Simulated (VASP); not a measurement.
# Ti5C4: single point with PBEsol

The system is Ti5C4, a slab with vacuum.

```xyz
9
Lattice="3.0604 0.0000 0.0000 -1.5302 2.6503 0.0000 0.0000 0.0000 27.9951" Properties=species:S:1:pos:R:3 pbc="T T T"
Ti    1.5302    0.8834    9.0000
Ti    0.0000    1.7669   11.4988
Ti    0.0000    0.0000   13.9399
Ti    1.5302    0.8834   16.3528
Ti    0.0000    1.7669   18.7325
C     0.0000    0.0000   10.2494
C     1.5302    0.8834   12.7482
C     0.0000    1.7669   15.2030
C     0.0000    0.0000   17.7353
```

| Item | Value |
| --- | --- |
| Program | VASP 6.6.1 |
| Task | single point |
| Functional | PBEsol |
| Potentials or basis | VASP PAW PBE potentials, release 64 (Ti_sv, C) |
| Cutoff | 520 eV |
| k mesh | 12 × 12 × 1 |
| Occupations | gaussian, width 0.1 eV |
| Spin | no spin polarisation |
| Dipole correction | yes |
| Further INCAR settings | ALGO = Normal; EDIFF = 1e-06; NBANDS = 48 |

```
Largest force          : 2.242 eV/Å
Band gap on the k mesh : zero (bands 38 and 39 overlap by 0.52 eV)
```

Forces on the atoms (eV/Å):
```
Ti   0.000  0.000  2.242
Ti   0.000  0.000  0.345
Ti   0.000  0.000 -0.001
Ti   0.000  0.000 -0.013
Ti   0.000  0.000  0.025
C    0.000  0.000 -2.072
C    0.000  0.000 -0.524
C    0.000  0.000  0.001
C    0.000  0.000 -0.003
```

Levels at points of the mesh, in eV from the Fermi level:
```tsv
k point	band 35	band 36	band 37	band 38	band 39	band 40	band 41	band 42
(0.00, 0.00, 0.00)	-0.45	-0.45	-0.42	-0.26	0.51	0.56	0.56	1.05
(0.50, 0.00, 0.00)	-1.82	-1.69	-0.88	0.30	0.31	0.62	1.39	2.02
```

Wall time 6.6 min on 1 thread of Intel(R) Xeon(R) Platinum 8488C (Sapphire Rapids), with other jobs on the host, peak memory 0.42 GiB.

Caveat: the PAW data sets were made with another functional, which shifts forces and pressure a little.
